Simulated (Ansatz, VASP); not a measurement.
# One calculation of Sb, two programs

Contents of INCAR:

```
SYSTEM = Sb
PREC     = Accurate       ! precision mode
ENCUT    = 520            ! plane-wave cutoff, eV
EDIFF    = 1E-8           ! SCF threshold, eV
ISMEAR   = -1             ! smearing method
SIGMA    = 0.05           ! smearing width, eV
LREAL    = .False.        ! projectors in reciprocal space
LASPH    = .True.         ! aspherical terms in the spheres
NELM     = 80             ! most SCF steps
ALGO     = Normal         ! electronic algorithm
ISIF     = 2              ! what is computed and relaxed
LWAVE    = .False.        ! write WAVECAR
LCHARG   = .False.        ! write CHGCAR
GGA      = PE             ! functional
LEFG     = .True.       
NBANDS   = 12             ! bands
```

Contents of KPOINTS:

```
regular mesh
0
Gamma
  12 12 7
  0 0 0
```

The input POSCAR:

```
Sb
1.0
    3.3690001795      0.0336900018      0.0336900018
   -1.6553236924      2.9007947399      0.0123313965
    0.0533000000      0.0533000000      5.3300000000
Sb
2
Direct
    0.3333333333      0.6666666667      0.2500000000
    0.6666666667      0.3333333333      0.7500000000
```

Input for Ansatz:

```yaml
crystal:
  lattice:
    - [3.3690001795, 0.0336900018, 0.0336900018]
    - [-1.6553236924, 2.9007947399, 0.0123313965]
    - [0.0533, 0.0533, 5.33]
  atoms:
    - { symbol: Sb, position: [0.3333333333, 0.6666666667, 0.25] }
    - { symbol: Sb, position: [0.6666666667, 0.3333333333, 0.75] }
kpoints:
  mp_grid: { grid: [12, 12, 7] }
scf:
  occupations: { method: fermi_dirac, width: 0.05 }
hamiltonian:
  xc: pbe
  pseudopotentials: { kind: paw }
output:
  forces: true
  stress: true
  eigenvalues: true
  efg: { contact_densities: true }
```

Change from the starting cell: equal xy, yz and zx shear strains of +2 %, PAW files.

Alike in both runs: task electric field gradients; functional PBE; k mesh 12 × 12 × 7; occupations fermi-dirac, width 0.05 eV; no spin polarisation.

```csv
,VASP,Ansatz
version,VASP 6.6.1,Ansatz 0.2.0
potentials or method,"VASP PAW PBE potentials, release 64 (Sb)","PAW with Ansatz's default frozen-core files, scalar-relativistic"
plane-wave cutoff (eV),520,420
valence electrons in the cell,10,30
```

```tsv
	VASP	Ansatz	Ansatz less VASP
pressure (GPa)	2.9	3.0	+0.14
traceless stress, the component that is largest in VASP (GPa)	-0.65	-0.64	+0.007
rms of the force components (eV/Å)	0.016	0.016	-0.0001
size of Vzz on the site where it differs most (V/Å²)	21.3	23.1	+1.83
```

Atom by atom the forces differ by 0.000 eV/Å (rms over components). VASP's potentials hold 10 valence electrons a cell and Ansatz's 30, so a difference there can come from the potentials and not from the codes.

Spin-orbit coupling is off throughout.
